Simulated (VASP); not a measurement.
# Be2Se (P4/nmm) in VASP: notebook

The runs below take Be2Se through single point, relaxation of cell and atoms, with PBE.

Everything below comes from runs of VASP 6.6.1. Logs are shortened: lines on timing, memory, paths and dates and some standing lists are left out, and cuts for length are marked.

## (1) The cell of the first run

It takes space group P4/nmm (No. 129, tetragonal). The conventional cell has a = 3.233 Å, b = 3.233 Å, c = 8.130 Å, α = 90.00°, β = 90.00°, γ = 90.00°. Within 3.0 Å of Be (site symmetry -4m2) lie 8 Be at 2.29 to 2.35 Å and 4 Se at 2.90 Å. Within 3.1 Å of Be (site symmetry 4mm) lie 4 Be at 2.35 Å and 4 Se at 2.39 Å. Se (site symmetry 4mm) has 8 Be at 2.39 to 2.90 Å within 3.2 Å.

## (2) Single point, PBE

INCAR

```
SYSTEM = Be2Se
  PREC = Accurate
  ENCUT = 520
  EDIFF = 1E-6
  ISMEAR = 0
  SIGMA = 0.2
  LREAL = .False.
  LASPH = .True.
  NELM = 100
  ALGO = Normal
  ISIF = 2
  LWAVE = .False.
  LCHARG = .False.
  GGA = PE
  NBANDS = 19
```

KPOINTS

```
regular mesh
0
Gamma
  5 5 3
  0 0 0
```

POSCAR

```
Be2Se
1.0
    3.2329623954      0.0000000000      0.0000000000
    0.0000000000      3.2329623954      0.0000000000
    0.0000000000      0.0000000000      8.1295417437
Be Se
4 2
Direct
    0.5000000000      0.5000000000      0.0000000000
    0.5000000000      0.0000000000      0.7899428286
    0.0000000000      0.0000000000      0.0000000000
    0.0000000000      0.5000000000      0.2100571714
    0.5000000000      0.0000000000      0.2967280329
    0.0000000000      0.5000000000      0.7032719671
```

Potentials or basis: VASP PAW PBE potentials, release 64 (Be, Se).

The run is started by

```
cat potpaw_PBE.64/Be/POTCAR potpaw_PBE.64/Se/POTCAR > POTCAR
mpirun -np 1 vasp_std > vasp.out
```

OUTCAR:

```text
SYSTEM = Be2Se
   PREC = Accurate
   ENCUT = 520
   EDIFF = 1E-6
   ISMEAR = 0
   LREAL = .False.
   LASPH = .True.
   NELM = 100
   ISIF = 2
   GGA = PE

 ion  position               nearest neighbor table
   1  0.500  0.500  0.000-   3 2.29   3 2.29   3 2.29   3 2.29   2 2.35   4 2.35   4 2.35   2 2.35

   2  0.500  0.000  0.790-   1 2.35   3 2.35   1 2.35   3 2.35   6 2.39   6 2.39   6 2.39   6 2.39

   3  0.000  0.000  0.000-   1 2.29   1 2.29   1 2.29   1 2.29   4 2.35   4 2.35   2 2.35   2 2.35

   4  0.000  0.500  0.210-   1 2.35   3 2.35   3 2.35   1 2.35   5 2.39   5 2.39   5 2.39   5 2.39

   5  0.500  0.000  0.297-   4 2.39   4 2.39   4 2.39   4 2.39
   6  0.000  0.500  0.703-   2 2.39   2 2.39   2 2.39   2 2.39

  LATTYP: Found a simple tetragonal cell.
 ALAT       =     3.2329623954
 C/A-ratio  =     2.5145797413

  Lattice vectors:

 A1 = (   3.2329623954,   0.0000000000,   0.0000000000)
 A2 = (   0.0000000000,   3.2329623954,   0.0000000000)
 A3 = (   0.0000000000,   0.0000000000,   8.1295417437)

Analysis of symmetry for initial positions (statically):
=====================================================================
 Subroutine PRICEL returns:
 Original cell was already a primitive cell.

 Routine SETGRP: Setting up the symmetry group for a
 simple tetragonal supercell.

 Subroutine GETGRP returns: Found 16 space group operations
 (whereof  8 operations were pure point group operations)
 out of a pool of 16 trial point group operations.

The static configuration has the point symmetry D_2d.
 The point group associated with its full space group is D_4h.

Analysis of symmetry for dynamics (positions and initial velocities):
=====================================================================
 Subroutine PRICEL returns:
 Original cell was already a primitive cell.

 Routine SETGRP: Setting up the symmetry group for a
 simple tetragonal supercell.

 Subroutine GETGRP returns: Found 16 space group operations
 (whereof  8 operations were pure point group operations)
 out of a pool of 16 trial point group operations.

The dynamic configuration has the point symmetry D_2d.
 The point group associated with its full space group is D_4h.

 Subroutine INISYM returns: Found 16 space group operations
 (whereof  8 operations are pure point group operations),
[... 90 lines left out ...]
   NELM   =    100;   NELMIN=  2; NELMDL= -5     # of ELM steps
   EDIFF  = 0.1E-05   stopping-criterion for ELM
   LREAL  =      F    real-space projection
   EDIFFG = 0.1E-04   stopping-criterion for IOM
   NSW    =      0    number of steps for IOM
   IBRION =     -1    ionic relax: 0-MD 1-quasi-New 2-CG
   NFREE  =      0    steps in history (QN), initial steepest desc. (CG)
   ISIF   =      2    stress and relaxation
   ISYM   =      2    0-nonsym 1-usesym 2-fastsym
   POTIM  = 0.5000    time-step for ionic-motion
   TEBEG  =    0.0;   TEEND  =   0.0 temperature during run
   PSTRESS=    0.0 pullay stress
   NELECT =      20.0000    total number of electrons
   NUPDOWN=      -1.0000    fix difference up-down
   EMIN   =  10.00;   EMAX   =-10.00  energy-range for DOS
   EFERMI =   0.00;   METHOD = LEGACY
   ISMEAR =     0;   SIGMA  =   0.20  broadening in eV -4-tet -1-fermi 0-gaus
   EFERMI_NEDOS =   21; number of points for ismear=-14 and -15
   IALGO  =     38    algorithm
   IMIX   =      4    mixing-type and parameters
     AMIX     =   0.40;   BMIX     =  1.00
     AMIX_MAG =   1.60;   BMIX_MAG =  1.00
  volume/ion in A,a.u.               =      14.16        95.57
  Fermi-wavevector in a.u.,A,eV,Ry     =   1.010793  1.910122 13.901116  1.021703
  Thomas-Fermi vector in A             =   2.143804
   LORBIT       =      0    0 simple, 1 ext, 2 COOP (PROOUT), +10 PAW based schemes
   GGA     = PE    functional components
   LHFCALC =     F    Hartree Fock is set to
   AEXX    =    0.0000 exact exchange contribution
   IVDW    =     0    specifies the selected vdW correction
   LEPSILON=     F    determine dielectric tensor
   LRPA    =     F    only Hartree local field effects (RPA)
 non-spin polarized calculation
 Gauss-broadening in eV      SIGMA  =   0.20
  energy-cutoff  :      520.00
  volume of cell :       84.97
 maximum number of plane-waves:      2314
   NGX = 13   NGY = 13   NGZ = 31

 number of electron      19.9999999 magnetization

 Free energy of the ion-electron system (eV)
  ---------------------------------------------------
  ext. energy  EPLUGINS =         0.00000000
  ---------------------------------------------------
  free energy    TOTEN  =       -20.87137261 eV

  energy without entropy =      -20.84171061  energy(sigma->0) =      -20.85654161

 E-fermi :   4.9046     XC(G=0):  -9.7418

 val. band max:        4.8430614297   @ k =   0.4000   0.0000   0.0000
 cond. band min:       5.0487710853   @ k =   0.4000   0.4000   0.0000
 fundamental gap:      0.2057096557
 Fermi energy:         4.9045769061

 k-point     1 :       0.0000    0.0000    0.0000
  band No.  band energies     occupation
      1      -9.9449      2.00000
      2      -9.6219      2.00000
      3      -3.4522      2.00000
      4      -0.1095      2.00000
      5       2.6796      2.00000
      6       2.7740      2.00000
[... 241 lines left out ...]
      6      -0.8380      2.00000
[... 11 lines left out ...]
     18      11.7820      0.00000
     19      13.4888      0.00000

------------------------ aborting loop because EDIFF is reached ----------------------------------------

  FORCE on cell =-STRESS in cart. coord.  units (eV):
  Direction    XX          YY          ZZ          XY          YZ          ZX
  --------------------------------------------------------------------------------------
  -------------------------------------------------------------------------------------
  Total       -0.1257857     -0.1257857      0.0604120      0.0000000      0.0000000      0.0000000
  in kB       -2.3717812     -2.3717812      1.1391129      0.0000000      0.0000000      0.0000000
  external PRESSURE =      -1.2014832 kB  Pullay stress =       0.0000000 kB

 VOLUME and BASIS-vectors are now :
 -----------------------------------------------------------------------------
  energy-cutoff  :      520.00
  volume of cell :       84.97
      direct lattice vectors                 reciprocal lattice vectors
     3.232962395  0.000000000  0.000000000     0.309313836  0.000000000  0.000000000
     0.000000000  3.232962395  0.000000000     0.000000000  0.309313836  0.000000000
     0.000000000  0.000000000  8.129541744     0.000000000  0.000000000  0.123008164

 POSITION                                       TOTAL-FORCE (eV/Angst)
 -----------------------------------------------------------------------------------
      1.61648      1.61648      0.00000         0.000000     -0.000000      0.000000
      1.61648      0.00000      6.42187        -0.000000     -0.000000      0.017406
      0.00000      0.00000      0.00000         0.000000     -0.000000      0.000000
      0.00000      1.61648      1.70767         0.000000     -0.000000     -0.017406
      1.61648      0.00000      2.41226         0.000000     -0.000000      0.015130
      0.00000      1.61648      5.71728         0.000000      0.000000     -0.015130
 -----------------------------------------------------------------------------------
    total drift:                                0.000000     -0.000000     -0.000000

  FREE ENERGIE OF THE ION-ELECTRON SYSTEM (eV)
  ---------------------------------------------------
  free  energy   TOTEN  =       -20.8713726126 eV

  energy  without entropy=      -20.8417106056  energy(sigma->0) =      -20.85654161
```

Run time: 34 s. Hardware: 1 thread of AMD EPYC 7R13, shared host; peak memory 0.15 GiB.

Results:

```
Free energy            : -20.8714 eV
Pressure               : -0.1 GPa
Largest force          : 0.017 eV/Å
Band gap on the k mesh : zero (band 10 reaches 6.51 eV, above the bottom of band 11 at 4.84 eV)
```

Forces on the atoms (eV/Å):
```
Be   0.000  0.000  0.000
Be   0.000  0.000  0.017
Be   0.000  0.000  0.000
Be   0.000  0.000 -0.017
Se   0.000  0.000  0.015
Se   0.000  0.000 -0.015
```

Levels at points of the mesh, in eV from the Fermi level:
| k point | band 6 | band 7 | band 8 | band 9 | band 10 | band 11 | band 12 | band 13 | band 14 | band 15 |
| --- | --- | --- | --- | --- | --- | --- | --- | --- | --- | --- |
| (0.00, 0.00, 0.00) | -2.13 | -2.13 | -1.53 | -1.53 | 1.60 | 1.98 | 1.98 | 2.99 | 3.18 | 4.35 |

Caveat: the k points lie up to 0.39 Å⁻¹ apart; this functional lacks dispersion, which binds the layers, so the pressure and a relaxed spacing across them are unreliable.

## (3) Relaxation of cell and atoms, PBE

This run uses another cell than the first one, of 13.61 Å³/atom, 0.961 times its volume.

INCAR

```
SYSTEM = Be2Se
PREC = Accurate
ENCUT = 600
EDIFF = 1E-7
ISMEAR = 0
SIGMA = 0.2
LREAL = .False.
LASPH = .True.
NELM = 80
ALGO = Normal
ISIF = 3
LWAVE = .False.
LCHARG = .False.
GGA = PE
IBRION = 2
NSW = 36
EDIFFG = -0.08
```

KPOINTS is that of step 2.

POSCAR

```
Be2Se
1.0
    3.6000000000      0.0000000000      0.0000000000
    0.0000000000      3.6000000000      0.0000000000
    0.0000000000      0.0000000000      6.3000000000
Be Se
4 2
Direct
    0.5000000000      0.5000000000      0.0000000000
    0.5000000000      0.0000000000      0.7300000000
    0.0000000000      0.0000000000      0.0000000000
    0.0000000000      0.5000000000      0.2700000000
    0.5000000000      0.0000000000      0.3000000000
    0.0000000000      0.5000000000      0.7000000000
```

Potentials or basis: VASP PAW PBE potentials, release 64 (Be, Se).

The run is started by

```
cat potpaw_PBE.64/Be/POTCAR potpaw_PBE.64/Se/POTCAR > POTCAR
mpirun -np 1 vasp_std > vasp.out
```

Wall time 6.7 min (1 thread of AMD EPYC 7R13, shared host); peak memory 0.18 GiB.

It converged, with:

```
Free energy                            : -20.8680 eV
Relaxed volume                         : 13.92 Å³/atom
Relaxed cell                           : a = 3.225 Å, b = 3.225 Å, c = 8.028 Å, α = 90.00°, β = 90.00°, γ = 90.00°
Space group after relaxing (to 0.05 Å) : P4/nmm (No. 129)
Energy gained by relaxing              : 207.2 meV/atom
Ionic steps                            : 19
Pressure after relaxing                : 0.1 GPa
Largest force after relaxing           : 0.077 eV/Å
Band gap on the k mesh                 : zero (band 10 reaches 6.74 eV, above the bottom of band 11 at 4.97 eV)
```

Forces in eV/Å, atoms in the order of the input:
```
Be   0.000  0.000  0.000
Be   0.000  0.000 -0.046
Be   0.000  0.000  0.000
Be   0.000  0.000  0.046
Se   0.000  0.000 -0.077
Se   0.000  0.000  0.077
```

The path:
| step | energy change (eV) | largest force (eV/Å) | pressure (GPa) | volume (Å³) |
| --- | --- | --- | --- | --- |
| 1 | 0.0000 | 1.2639 | -4.36 | 81.65 |
| 2 | -0.2782 | 1.1965 | -0.97 | 77.34 |
| 3 | -0.4570 | 0.7262 | 6.28 | 71.44 |
| 4 | -0.6202 | 0.1782 | 5.56 | 72.10 |
| 5 | -0.6676 | 0.8495 | 4.96 | 72.74 |
| 6 | -0.7993 | 0.8212 | 0.65 | 76.14 |
| 7 | -0.8395 | 0.7782 | -3.24 | 80.09 |
| 8 | -0.9538 | 0.4956 | -2.16 | 79.74 |
| 9 | -1.0092 | 0.5356 | -0.58 | 79.33 |
| 10 | -0.9657 | 0.7957 | 3.89 | 78.34 |
| 11 | -1.0207 | 0.6001 | 0.45 | 79.10 |
| 12 | -1.0747 | 0.5394 | 0.11 | 79.52 |
| 13 | -1.1771 | 0.2320 | -0.43 | 80.79 |
| 14 | -1.1858 | 0.1310 | -0.43 | 81.42 |
| 15 | -1.2169 | 0.1289 | 0.77 | 81.34 |
| 16 | -1.2204 | 0.2084 | 1.32 | 81.29 |
| 17 | -1.2396 | 0.1333 | 0.05 | 83.36 |
| 18 | -1.2396 | 0.1303 | 0.07 | 83.32 |
| 19 | -1.2431 | 0.0768 | 0.08 | 83.51 |

Final structure:
```yaml
crystal:
  lattice:
    - [3.22532, 0.00000, 0.00000]
    - [0.00000, 3.22532, 0.00000]
    - [0.00000, 0.00000, 8.02775]
  atoms:
    - { symbol: Be, position: [0.50000, 0.50000, 0.00000] }
    - { symbol: Be, position: [0.50000, 0.00000, 0.78822] }
    - { symbol: Be, position: [0.00000, 0.00000, 0.00000] }
    - { symbol: Be, position: [0.00000, 0.50000, 0.21178] }
    - { symbol: Se, position: [0.50000, 0.00000, 0.30248] }
    - { symbol: Se, position: [0.00000, 0.50000, 0.69752] }
```

Levels at points of the mesh, in eV from the Fermi level:
```csv
k point,band 8,band 9,band 10,band 11,band 12,band 13
"(0.00, 0.00, 0.00)",-1.47,-1.47,1.67,1.95,1.95,2.91
```

Caveat: this functional lacks dispersion, which binds the layers, so the pressure and a relaxed spacing across them are unreliable; the relaxation stopped at a loose force limit of 0.08 eV/Å, so its end isn't a converged minimum.

## (4) Single point, PBE

This run uses another cell than the first one, of 14.65 Å³/atom, 1.034 times its volume.

INCAR

```
PREC = Accurate ; ENCUT = 520
EDIFF = 1E-6 ; ISMEAR = 0
SIGMA = 0.1 ; LREAL = F
LASPH = T ; NELM = 60
ALGO = Normal ; ISIF = 2
LWAVE = F ; LCHARG = F
GGA = PE ; NBANDS = 19
```

KPOINTS

```
regular mesh
0
Gamma
  10 10 4
```

POSCAR

```
Be2Se
1.0
    3.2262038979      0.0000000000      0.0000000000
    0.0000000000      3.2262038979      0.0000000000
    0.0000000000      0.0000000000      8.4435658413
Be Se
4 2
Direct
    0.5000000000      0.5000000000      0.0000000000
    0.5000000000      0.0000000000      0.7972954799
    0.0000000000      0.0000000000      0.0000000000
    0.0000000000      0.5000000000      0.2027045201
    0.5000000000      0.0000000000      0.2857373248
    0.0000000000      0.5000000000      0.7142626752
```

The run is started by

```
cat potpaw_PBE.64/Be/POTCAR potpaw_PBE.64/Se/POTCAR > POTCAR
mpirun -np 1 vasp_std > vasp.out
```

Wall time 2 min (1 thread of AMD EPYC 7R13, shared host); peak memory 0.21 GiB.

The run converged. Its results:

```
Free energy            : -20.9443 eV
Pressure               : 0.1 GPa
Largest force          : 0.010 eV/Å
Band gap on the k mesh : zero (band 10 reaches 6.01 eV, above the bottom of band 11 at 4.46 eV)
```

Forces in eV/Å, atoms in the order of the input:
```
Be   0.000  0.000  0.000
Be   0.000  0.000  0.006
Be   0.000  0.000  0.000
Be   0.000  0.000 -0.006
Se   0.000  0.000  0.010
Se   0.000  0.000 -0.010
```

Levels at points of the mesh, in eV from the Fermi level:
```csv
k point,band 6,band 7,band 8,band 9,band 10,band 11,band 12,band 13,band 14,band 15
"(0.00, 0.00, 0.00)",-2.20,-2.20,-1.65,-1.65,1.33,1.89,1.89,3.05,3.06,4.23
"(0.50, 0.00, 0.00)",-5.34,-2.26,-2.26,0.02,0.02,1.91,1.91,2.99,2.99,4.57
"(0.50, 0.50, 0.00)",-6.06,-4.46,-4.46,-1.45,-1.45,-0.05,-0.05,0.71,0.71,2.49
"(0.00, 0.00, 0.50)",-2.15,-1.73,-1.73,-0.80,0.23,1.96,1.96,2.88,3.35,4.17
"(0.50, 0.00, 0.50)",-5.08,-2.74,-2.74,0.02,0.02,2.74,2.74,2.97,2.97,4.53
"(0.50, 0.50, 0.50)",-6.15,-4.49,-4.49,-1.18,-1.18,0.17,0.17,0.26,0.26,2.01
```

Caveat: this functional lacks dispersion, which binds the layers, so the pressure and a relaxed spacing across them are unreliable.

## (5) Overview

```csv
task,cell,k mesh,cutoff (eV),smearing,gap on the mesh (eV),pressure (GPa),largest force (eV/Å)
single point,"a = 3.233, b = 3.233, c = 8.130 Å, 6 atoms",5 × 5 × 3,520,gaussian 0.2 eV,none,-0.1,0.02
relaxation of cell and atoms,"relaxed from a = 3.600, b = 3.600, c = 6.300 Å, 6 atoms",5 × 5 × 3,600,gaussian 0.2 eV,none,0.1,0.08
single point,"a = 3.226, b = 3.226, c = 8.444 Å, 6 atoms",10 × 10 × 4,520,gaussian 0.1 eV,none,0.1,0.01
```

Alike in all rows: level PBE; potentials or basis VASP PAW PBE potentials, release 64 (Be, Se); no spin polarisation.

Caveats: some runs use coarse meshes; this functional lacks dispersion, which binds the layers, so the pressure and a relaxed spacing across them are unreliable; the relaxation stopped at a loose force limit of 0.08 eV/Å, so its end isn't a converged minimum (some runs).

Total energies depend on the potentials used, so only differences within one code and one set of settings carry meaning.
